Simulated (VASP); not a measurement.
# InSb (I-4m2) in VASP: single point with HSE06

Aim: the single point of InSb with HSE06.

All numbers are computed with VASP 6.6.1; they aren't measurements. Logs are shortened: lines on timing, memory, paths and dates and some standing lists are left out, and cuts for length are marked.

## (1) The cell of the first run

Symmetry: I-4m2, No. 119, tetragonal system. Conventional cell: a = 4.638 Å, b = 4.638 Å, c = 6.297 Å, α = 90.00°, β = 90.00°, γ = 90.00°. In (site symmetry -4m2) has 4 Sb at 2.80 Å within 3.7 Å. Within 3.7 Å of Sb (site symmetry -4m2) lie 4 In at 2.80 Å.

## (2) Single point, HSE06 (uniaxial z strain -4.0%)

POSCAR

```
InSb
1.0
    0.0000000000      3.2795130081      3.1483324877
    3.2795130081      0.0000000000      3.1483324877
    3.2795130081      3.2795130081      0.0000000000
In Sb
1 1
Direct
    0.0000000000      0.0000000000      0.0000000000
    0.2500000000      0.2500000000      0.2500000000
```

INCAR.step1

```
SYSTEM = InSb
PREC = Accurate ; ENCUT = 520
EDIFF = 1E-5 ; ISMEAR = -1
SIGMA = 0.02 ; LREAL = .False.
LASPH = .True. ; NELM = 100
ALGO = Normal ; ISIF = 2
LWAVE = .True. ; NBANDS = 16
GGA = PE
```

INCAR.step2

```
SYSTEM = InSb
PREC = Accurate ; ENCUT = 520
EDIFF = 1E-7 ; ISMEAR = -1
SIGMA = 0.02 ; LREAL = .False.
LASPH = .True. ; NELM = 100
ALGO = Normal ; ISIF = 2
LWAVE = .False. ; LCHARG = .True.
GGA = PE ; LHFCALC = .True.
HFSCREEN = 0.2079 ; PRECFOCK = Normal
LELF = .True. ; LVHAR = .True.
NBANDS = 16 ; ISTART = 1
```

KPOINTS

```
regular mesh
0
Gamma
  4 4 4
  0 0 0
```

Potentials or basis: VASP PAW PBE potentials, release 64 (In_d, Sb).

On the command line:

```
> cat potpaw_PBE.64/In_d/POTCAR potpaw_PBE.64/Sb/POTCAR > POTCAR
> cp INCAR.step1 INCAR
> mpirun -np 1 vasp_std > vasp.out
> cp INCAR.step2 INCAR
> mpirun -np 1 vasp_std > vasp.out
```

OUTCAR:

```text
SYSTEM = InSb
   PREC = Accurate
   ENCUT = 520
   EDIFF = 1E-7
   ISMEAR = -1
   LREAL = .False.
   LASPH = .True.
   NELM = 100
   ISIF = 2
   GGA = PE
   LHFCALC = .True.
   HFSCREEN = 0.2079
   PRECFOCK = Normal
   ISTART = 1

 ion  position               nearest neighbor table
   1  0.000  0.000  0.000-   2 2.80   2 2.80   2 2.80   2 2.80
   2  0.250  0.250  0.250-   1 2.80   1 2.80   1 2.80   1 2.80

  LATTYP: Found a body centered tetragonal cell.
 ALAT       =     4.6379317740
 C/A-ratio  =     1.3576450198

  Lattice vectors:

 A1 = (   0.0000000000,  -3.2795130081,  -3.1483324877)
 A2 = (   0.0000000000,   3.2795130081,  -3.1483324877)
 A3 = (   3.2795130081,   0.0000000000,   3.1483324877)

Analysis of symmetry for initial positions (statically):
=====================================================================
 Subroutine PRICEL returns:
 Original cell was already a primitive cell.

 Routine SETGRP: Setting up the symmetry group for a
 body centered tetragonal supercell.

 Subroutine GETGRP returns: Found  8 space group operations
 (whereof  8 operations were pure point group operations)
 out of a pool of 16 trial point group operations.

The static configuration has the point symmetry D_2d.

Analysis of symmetry for dynamics (positions and initial velocities):
=====================================================================
 Subroutine PRICEL returns:
 Original cell was already a primitive cell.

 Routine SETGRP: Setting up the symmetry group for a
 body centered tetragonal supercell.

 Subroutine GETGRP returns: Found  8 space group operations
 (whereof  8 operations were pure point group operations)
 out of a pool of 16 trial point group operations.

The dynamic configuration has the point symmetry D_2d.

 Subroutine INISYM returns: Found  8 space group operations
 (whereof  8 operations are pure point group operations),
 and found     1 'primitive' translations

----------------------------------------------------------------------------------------

                                     Primitive cell

[... 78 lines left out ...]
   EDIFF  = 0.1E-06   stopping-criterion for ELM
   LREAL  =      F    real-space projection
   EDIFFG = 0.1E-05   stopping-criterion for IOM
   NSW    =      0    number of steps for IOM
   IBRION =     -1    ionic relax: 0-MD 1-quasi-New 2-CG
   NFREE  =      0    steps in history (QN), initial steepest desc. (CG)
   ISIF   =      2    stress and relaxation
   ISYM   =      3    0-nonsym 1-usesym 2-fastsym
   POTIM  = 0.5000    time-step for ionic-motion
   TEBEG  =    0.0;   TEEND  =   0.0 temperature during run
   PSTRESS=    0.0 pullay stress
   NELECT =      18.0000    total number of electrons
   NUPDOWN=      -1.0000    fix difference up-down
   EMIN   =  10.00;   EMAX   =-10.00  energy-range for DOS
   EFERMI =   0.00;   METHOD = LEGACY
   ISMEAR =    -1;   SIGMA  =   0.02  broadening in eV -4-tet -1-fermi 0-gaus
   EFERMI_NEDOS =   21; number of points for ismear=-14 and -15
   IALGO  =     38    algorithm
   IMIX   =      1    mixing-type and parameters
     AMIX     =   0.40;   BMIX     =  1.00
     AMIX_MAG =   1.60;   BMIX_MAG =  1.00
  volume/ion in A,a.u.               =      33.86       228.51
  Fermi-wavevector in a.u.,A,eV,Ry     =   1.052582  1.989091 15.074285  1.107929
  Thomas-Fermi vector in A             =   2.187670
   LORBIT       =      0    0 simple, 1 ext, 2 COOP (PROOUT), +10 PAW based schemes
   GGA     = PE    functional components
   LHFCALC =     T    Hartree Fock is set to
   PRECFOCK=normal    Normal, Fast or Accurate (Low or Medium for compatibility)
   ENCUT4O =  -1.0   cutoff for four orbital integrals eV
   NKREDX  =     1    reduce k-point grid by
   NKREDY  =     1    reduce k-point grid by
   NKREDZ  =     1    reduce k-point grid by
   AEXX    =    0.2500 exact exchange contribution
   HFSCREEN=    0.2079 screening length (either q_TF or 0.3 A-1)
   HFSCREENC=   0.2079 screening length for correlation (either q_TF or 0.3 A-1)
   ENCUTFOCK=  -1.0 apply spherical cutoff to Coloumb kernel
   IVDW    =     0    specifies the selected vdW correction
   LEPSILON=     F    determine dielectric tensor
   LRPA    =     F    only Hartree local field effects (RPA)
 non-spin polarized calculation
  energy-cutoff  :      520.00
  volume of cell :       67.72
 maximum number of plane-waves:      1843
 NGX is ok and might be reduce to    36
  NGX = 28; NGY = 28; NGZ = 28

 number of electron      17.9999994 magnetization

 Free energy of the ion-electron system (eV)
  ---------------------------------------------------
  ext. energy  EPLUGINS =         0.00000000
  ---------------------------------------------------
  free energy    TOTEN  =        -8.32432817 eV

  energy without entropy =       -8.32432794  energy(sigma->0) =       -8.32432806

 E-fermi :   5.1180     XC(G=0):  -7.2619

 val. band max:        4.8966909677   @ k =   0.0000   0.0000   0.0000
 cond. band min:       5.3393046357   @ k =   0.0000   0.0000   0.0000
 fundamental gap:      0.4426136680
 Fermi energy:         5.1179968461

 k-point     1 :       0.0000    0.0000    0.0000
  band No.  band energies     occupation
      1     -11.6431      2.00000
      2     -11.6431      2.00000
      3     -11.6332      2.00000
      4     -11.5532      2.00000
      5     -11.5441      2.00000
      6      -6.9716      2.00000
[... 224 lines left out ...]
      3     -11.5965      2.00000
      4     -11.5524      2.00000
      5     -11.5512      2.00000
      6      -4.7405      2.00000
[... 8 lines left out ...]
     15      15.2199      0.00000
     16      16.0162      0.00000

------------------------ aborting loop because EDIFF is reached ----------------------------------------

  FORCE on cell =-STRESS in cart. coord.  units (eV):
  Direction    XX          YY          ZZ          XY          YZ          ZX
  --------------------------------------------------------------------------------------
  -------------------------------------------------------------------------------------
  Total        0.3872640      0.3872640      0.9312094      0.0000000      0.0000000      0.0000000
  in kB        9.1619604      9.1619604     22.0307181      0.0000000      0.0000000      0.0000000
  external PRESSURE =      13.4515463 kB  Pullay stress =       0.0000000 kB

 VOLUME and BASIS-vectors are now :
 -----------------------------------------------------------------------------
  energy-cutoff  :      520.00
  volume of cell :       67.72
      direct lattice vectors                 reciprocal lattice vectors
     0.000000000  3.279513008  3.148332488    -0.152461661  0.152461661  0.158814230
     3.279513008  0.000000000  3.148332488     0.152461661 -0.152461661  0.158814230
     3.279513008  3.279513008  0.000000000     0.152461661  0.152461661 -0.158814230

 POSITION                                       TOTAL-FORCE (eV/Angst)
 -----------------------------------------------------------------------------------
      0.00000      0.00000      0.00000        -0.000000     -0.000000     -0.000000
      1.63976      1.63976      1.57417         0.000000      0.000000      0.000000
 -----------------------------------------------------------------------------------
    total drift:                               -0.000001     -0.000001      0.000000

  FREE ENERGIE OF THE ION-ELECTRON SYSTEM (eV)
  ---------------------------------------------------
  free  energy   TOTEN  =        -8.3243281742 eV

  energy  without entropy=       -8.3243279383  energy(sigma->0) =       -8.32432806
```

Run time: 36 min. Hardware: 1 thread of AMD EPYC 7R43 (Zen 3), shared host; peak memory 0.29 GiB.

What came out:

```yaml
Free_energy: -8.3243 eV
Pressure: 1.3 GPa
Band_gap_on_the_k_mesh: 0.44 eV
```

Levels at points of the mesh, in eV from the valence-band top:
```csv
k point,band 7,band 8,band 9,band 10,band 11,band 12
"(0.00, 0.00, 0.00)",-0.21,-0.21,0.00,0.44,3.45,3.55
"(0.50, 0.00, 0.00)",-6.22,-1.36,-1.09,1.04,4.28,4.53
"(0.50, 0.50, 0.00)",-6.40,-2.74,-2.74,1.58,1.63,9.18
"(0.50, 0.00, 0.50)",-6.61,-2.53,-2.50,1.84,1.91,9.01
```

Caveat: the k points lie up to 0.42 Å⁻¹ apart; the cell differs from its parent crystal (uniaxial z strain -4.0%); the PAW data sets were made with another functional, which shifts forces and pressure a little; spin-orbit coupling is left out, which moves the levels of the heavy elements.
